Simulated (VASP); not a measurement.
# PbS in VASP: single point with PBEsol

Aim: the single point of PbS with PBEsol.

Program: VASP 6.6.1. These are calculated values, not measurements. Logs are shortened: lines on timing, memory, paths and dates and some standing lists are left out, and cuts for length are marked.

## 1. The cell of the first run

The cell holds a slab with vacuum, 4 atoms: a = 4.130 Å, b = 4.130 Å, c = 11.759 Å, α = 93.75°, β = 93.75°, γ = 89.21°.

## 2. Single point, PBEsol

Input file INCAR:

```
PREC     = Accurate       # precision mode
ENCUT    = 520            # plane-wave cutoff, eV
EDIFF    = 1E-7           # SCF threshold, eV
ISMEAR   = 0              # smearing method
SIGMA    = 0.01           # smearing width, eV
LREAL    = False          # projectors in reciprocal space
LASPH    = True           # aspherical terms in the spheres
NELM     = 100            # most SCF steps
ALGO     = Normal         # electronic algorithm
ISIF     = 2              # what is computed and relaxed
LWAVE    = False          # write WAVECAR
LCHARG   = False          # write CHGCAR
GGA      = PS             # functional
NBANDS   = 28             # bands
```

Input file KPOINTS:

```
regular mesh
0
Gamma
  4 4 2
```

Input file POSCAR:

```
PbS
1.0
    2.9405000000     -2.9000000000      0.0000000000
    2.9405000000      2.9000000000      0.0000000000
   -1.0800550000      0.0000000000     11.7092940000
Pb S
2 2
Direct
    0.7756000000      0.7756000000      0.6363800000
    0.2244000000      0.2244000000      0.3636200000
    0.2684000000      0.2684000000      0.5986000000
    0.7316000000      0.7316000000      0.4014000000
```

Potentials or basis: VASP PAW PBE potentials, release 64 (Pb_d, S).

Run with:

```
cat potpaw_PBE.64/Pb_d/POTCAR potpaw_PBE.64/S/POTCAR > POTCAR
mpirun -np 1 vasp_std > vasp.out
```

OUTCAR:

```text
PREC = Accurate
   ENCUT = 520
   EDIFF = 1E-7
   ISMEAR = 0
   LREAL = False
   LASPH = True
   NELM = 100
   ISIF = 2
   GGA = PS

 ion  position               nearest neighbor table
   1  0.776  0.776  0.636-   4 2.75   3 2.93   3 2.93   3 2.97   3 2.98
   2  0.224  0.224  0.364-   3 2.75   4 2.93   4 2.93   4 2.97   4 2.98
   3  0.268  0.268  0.599-   2 2.75   1 2.93   1 2.93   1 2.97   1 2.98
   4  0.732  0.732  0.401-   1 2.75   2 2.93   2 2.93   2 2.97   2 2.98

  LATTYP: Found a base centered monoclinic cell.
 ALAT       =     5.8810000000
 B/A-ratio  =     0.9862268322
 C/A-ratio  =     1.9994899100
 COS(beta)  =    -0.0918492206

  Lattice vectors:

 A1 = (   2.9405000000,  -2.9000000000,   0.0000000000)
 A2 = (   2.9405000000,   2.9000000000,   0.0000000000)
 A3 = (  -1.0800550000,   0.0000000000,  11.7092940000)

Analysis of symmetry for initial positions (statically):
=====================================================================
 Subroutine PRICEL returns:
 Original cell was already a primitive cell.

 Routine SETGRP: Setting up the symmetry group for a
 base centered monoclinic supercell.

 Subroutine GETGRP returns: Found  4 space group operations
 (whereof  4 operations were pure point group operations)
 out of a pool of  4 trial point group operations.

The static configuration has the point symmetry C_2h.

Analysis of symmetry for dynamics (positions and initial velocities):
=====================================================================
 Subroutine PRICEL returns:
 Original cell was already a primitive cell.

 Routine SETGRP: Setting up the symmetry group for a
 base centered monoclinic supercell.

 Subroutine GETGRP returns: Found  4 space group operations
 (whereof  4 operations were pure point group operations)
 out of a pool of  4 trial point group operations.

The dynamic configuration has the point symmetry C_2h.

 Subroutine INISYM returns: Found  4 space group operations
 (whereof  4 operations are pure point group operations),
 and found     1 'primitive' translations

----------------------------------------------------------------------------------------

                                     Primitive cell

  volume of cell :     199.7008

  direct lattice vectors                    reciprocal lattice vectors
     2.940500000 -2.900000000  0.000000000     0.170039109 -0.172413793  0.015684258
     2.940500000  2.900000000  0.000000000     0.170039109  0.172413793  0.015684258
    -1.080055000  0.000000000 11.709294000     0.000000000  0.000000000  0.085402245

  length of vectors
     4.129956447  4.129956447 11.759000161     0.242663987  0.242663987  0.085402245

  position of ions in fractional coordinates (direct lattice)
     0.775600000  0.775600000  0.636380000
     0.224400000  0.224400000  0.363620000
     0.268400000  0.268400000  0.598600000
     0.731600000  0.731600000  0.401400000

  ion indices of the primitive-cell ions
   primitive index   ion index
                 1           1
                 2           2
                 3           3
                 4           4

----------------------------------------------------------------------------------------

 KPOINTS: regular mesh

Automatic generation of k-mesh.
 Grid dimensions read from file:
 generate k-points for:    4    4    2

 Generating k-lattice:

  Cartesian coordinates                     Fractional coordinates (reciprocal lattice)
     0.042509777 -0.043103448  0.003921065     0.250000000  0.000000000 -0.000000000
     0.042509777  0.043103448  0.003921065     0.000000000  0.250000000 -0.000000000
     0.000000000  0.000000000  0.042701123     0.000000000  0.000000000  0.500000000

  Length of vectors
     0.060665997  0.060665997  0.042701123

  Shift w.r.t. Gamma in fractional coordinates (k-lattice)
     0.000000000  0.000000000  0.000000000

 Subroutine IBZKPT returns following result:
 ===========================================

 Found     14 irreducible k-points:

 Following reciprocal coordinates:
            Coordinates               Weight
  0.000000  0.000000  0.000000      1.000000
  0.250000  0.000000 -0.000000      4.000000
  0.500000  0.000000 -0.000000      2.000000
  0.250000  0.250000 -0.000000      2.000000
  0.500000  0.250000  0.000000      4.000000
 -0.250000  0.250000  0.000000      2.000000
  0.500000  0.500000 -0.000000      1.000000
  0.000000  0.000000  0.500000      1.000000
  0.250000  0.000000  0.500000      4.000000
  0.500000  0.000000  0.500000      2.000000
  0.250000  0.250000  0.500000      2.000000
  0.500000  0.250000  0.500000      4.000000
 -0.250000  0.250000  0.500000      2.000000
  0.500000  0.500000  0.500000      1.000000
   k-points           NKPTS =     14   k-points in BZ     NKDIM =     14   number of bands    NBANDS=     28
   number of dos      NEDOS =    301   number of ions     NIONS =      4
   total plane-waves  NPLWV =  92160
   dimension x,y,z NGX =    32 NGY =   32 NGZ =   90
   dimension x,y,z NGXF=    64 NGYF=   64 NGZF=  180
   ions per type =               2   2
   NGX,Y,Z   is equivalent  to a cutoff of  12.88, 12.88, 12.72 a.u.
   NGXF,Y,Z  is equivalent  to a cutoff of  25.76, 25.76, 25.45 a.u.
 SYSTEM =  unknown system
   PREC   = accura    normal or accurate (medium, high low for compatibility)
   ISTART =      0    job   : 0-new  1-cont  2-samecut
   ICHARG =      2    charge: 1-file 2-atom 10-const
   ISPIN  =      1    spin polarized calculation?
   LNONCOLLINEAR =      F non collinear calculations
   LSORBIT =      F    spin-orbit coupling
   LASPH  =      T    aspherical Exc in radial PAW
   ENCUT  =  520.0 eV  38.22 Ry    6.18 a.u.   7.68  7.68 21.86*2*pi/ulx,y,z
   NELM   =    100;   NELMIN=  2; NELMDL= -5     # of ELM steps
   EDIFF  = 0.1E-06   stopping-criterion for ELM
   LREAL  =      F    real-space projection
   EDIFFG = 0.1E-05   stopping-criterion for IOM
   NSW    =      0    number of steps for IOM
   IBRION =     -1    ionic relax: 0-MD 1-quasi-New 2-CG
   NFREE  =      0    steps in history (QN), initial steepest desc. (CG)
   ISIF   =      2    stress and relaxation
   ISYM   =      2    0-nonsym 1-usesym 2-fastsym
   POTIM  = 0.5000    time-step for ionic-motion
   TEBEG  =    0.0;   TEEND  =   0.0 temperature during run
   PSTRESS=    0.0 pullay stress
   NELECT =      40.0000    total number of electrons
   NUPDOWN=      -1.0000    fix difference up-down
   EMIN   =  10.00;   EMAX   =-10.00  energy-range for DOS
   EFERMI =   0.00;   METHOD = LEGACY
   ISMEAR =     0;   SIGMA  =   0.01  broadening in eV -4-tet -1-fermi 0-gaus
   EFERMI_NEDOS =   21; number of points for ismear=-14 and -15
   IALGO  =     38    algorithm
   IMIX   =      4    mixing-type and parameters
     AMIX     =   0.40;   BMIX     =  1.00
     AMIX_MAG =   1.60;   BMIX_MAG =  1.00
  volume/ion in A,a.u.               =      49.93       336.91
  Fermi-wavevector in a.u.,A,eV,Ry     =   0.957859  1.810091 12.483259  0.917494
  Thomas-Fermi vector in A             =   2.086915
   LORBIT       =      0    0 simple, 1 ext, 2 COOP (PROOUT), +10 PAW based schemes
   GGA     = PS    functional components
   LHFCALC =     F    Hartree Fock is set to
   AEXX    =    0.0000 exact exchange contribution
   IVDW    =     0    specifies the selected vdW correction
   LEPSILON=     F    determine dielectric tensor
   LRPA    =     F    only Hartree local field effects (RPA)
 non-spin polarized calculation
 Gauss-broadening in eV      SIGMA  =   0.01
  energy-cutoff  :      520.00
  volume of cell :      199.70
 maximum number of plane-waves:      5390
 NGX is ok and might be reduce to    32
   NGX = 15   NGY = 15   NGZ = 43

 number of electron      40.0000009 magnetization

 Free energy of the ion-electron system (eV)
  ---------------------------------------------------
  ext. energy  EPLUGINS =         0.00000000
  ---------------------------------------------------
  free energy    TOTEN  =       -18.44450752 eV

  energy without entropy =      -18.44450752  energy(sigma->0) =      -18.44450752

 E-fermi :   0.6764     XC(G=0):  -5.9545

 val. band max:        0.6138451672   @ k =   0.0000   0.0000   0.0000
 cond. band min:       1.8719136165   @ k =   0.0000   0.0000   0.5000
 fundamental gap:      1.2580684493
 Fermi energy:         0.6764372808

 k-point     1 :       0.0000    0.0000    0.0000
  band No.  band energies     occupation
      1     -15.6626      2.00000
      2     -15.5743      2.00000
      3     -15.5738      2.00000
      4     -15.5648      2.00000
      5     -15.5358      2.00000
      6     -15.5314      2.00000
[... 20 lines left out ...]
     27       6.8871      0.00000
     28       7.1328      0.00000

 k-point     2 :       0.2500    0.0000   -0.0000
  band No.  band energies     occupation
      1     -15.6349      2.00000
      2     -15.5750      2.00000
      3     -15.5540      2.00000
      4     -15.5415      2.00000
      5     -15.5401      2.00000
      6     -15.5387      2.00000
[... 20 lines left out ...]
     27       6.1518      0.00000
     28       7.1752      0.00000

 k-point     3 :       0.5000    0.0000   -0.0000
  band No.  band energies     occupation
      1     -15.5957      2.00000
      2     -15.5953      2.00000
      3     -15.5540      2.00000
      4     -15.5539      2.00000
      5     -15.5442      2.00000
      6     -15.5441      2.00000
[... 20 lines left out ...]
     27       6.1149      0.00000
     28       6.3284      0.00000

 k-point     4 :       0.2500    0.2500   -0.0000
  band No.  band energies     occupation
      1     -15.6299      2.00000
      2     -15.5863      2.00000
      3     -15.5513      2.00000
      4     -15.5479      2.00000
      5     -15.5443      2.00000
      6     -15.5322      2.00000
[... 268 lines left out ...]
     27       6.9776      0.00000
     28       7.2362      0.00000

 k-point    13 :      -0.2500    0.2500    0.5000
  band No.  band energies     occupation
      1     -15.6280      2.00000
      2     -15.5802      2.00000
      3     -15.5541      2.00000
      4     -15.5489      2.00000
      5     -15.5449      2.00000
      6     -15.5278      2.00000
[... 20 lines left out ...]
     27       6.0465      0.00000
     28       7.0079      0.00000

 k-point    14 :       0.5000    0.5000    0.5000
  band No.  band energies     occupation
      1     -15.6669      2.00000
      2     -15.6664      2.00000
      3     -15.5583      2.00000
      4     -15.5529      2.00000
      5     -15.5384      2.00000
      6     -15.5355      2.00000
[... 20 lines left out ...]
     27       8.0838      0.00000
     28       8.2181      0.00000

------------------------ aborting loop because EDIFF is reached ----------------------------------------

  FORCE on cell =-STRESS in cart. coord.  units (eV):
  Direction    XX          YY          ZZ          XY          YZ          ZX
  --------------------------------------------------------------------------------------
  -------------------------------------------------------------------------------------
  Total       -1.3449094     -0.2996158     -2.7254001      0.0000000      0.0000000     -0.0128258
  in kB      -10.7900569     -2.4037839    -21.8655780      0.0000000      0.0000000     -0.1028998
  external PRESSURE =     -11.6864729 kB  Pullay stress =       0.0000000 kB

 VOLUME and BASIS-vectors are now :
 -----------------------------------------------------------------------------
  energy-cutoff  :      520.00
  volume of cell :      199.70
      direct lattice vectors                 reciprocal lattice vectors
     2.940500000 -2.900000000  0.000000000     0.170039109 -0.172413793  0.015684258
     2.940500000  2.900000000  0.000000000     0.170039109  0.172413793  0.015684258
    -1.080055000  0.000000000 11.709294000     0.000000000  0.000000000  0.085402245

 POSITION                                       TOTAL-FORCE (eV/Angst)
 -----------------------------------------------------------------------------------
      3.87398      0.00000      7.45156        -0.001448      0.000000     -0.673150
      0.92697      0.00000      4.25773         0.001448      0.000000      0.673150
      0.93194      0.00000      7.00918        -0.003938      0.000000     -0.228177
      3.86901      0.00000      4.70011         0.003938      0.000000      0.228177
 -----------------------------------------------------------------------------------
    total drift:                                0.000000      0.000000      0.000000

  FREE ENERGIE OF THE ION-ELECTRON SYSTEM (eV)
  ---------------------------------------------------
  free  energy   TOTEN  =       -18.4445075189 eV

  energy  without entropy=      -18.4445075189  energy(sigma->0) =      -18.44450752
```

Wall time 58 s (1 thread of Intel Xeon 6975P-C (Granite Rapids), shared host); peak memory 0.3 GiB.

Results:

- Free energy: -18.4445 eV
- Largest force: 0.673 eV/Å
- Band gap on the k mesh: 1.26 eV, direct

Forces in eV/Å, atoms in the order of the input:
```
Pb  -0.001  0.000 -0.673
Pb   0.001  0.000  0.673
S   -0.004  0.000 -0.228
S    0.004  0.000  0.228
```

Caveat: the PAW data sets were made with another functional, which shifts forces and pressure a little; spin-orbit coupling is left out, which moves the levels of the heavy elements.
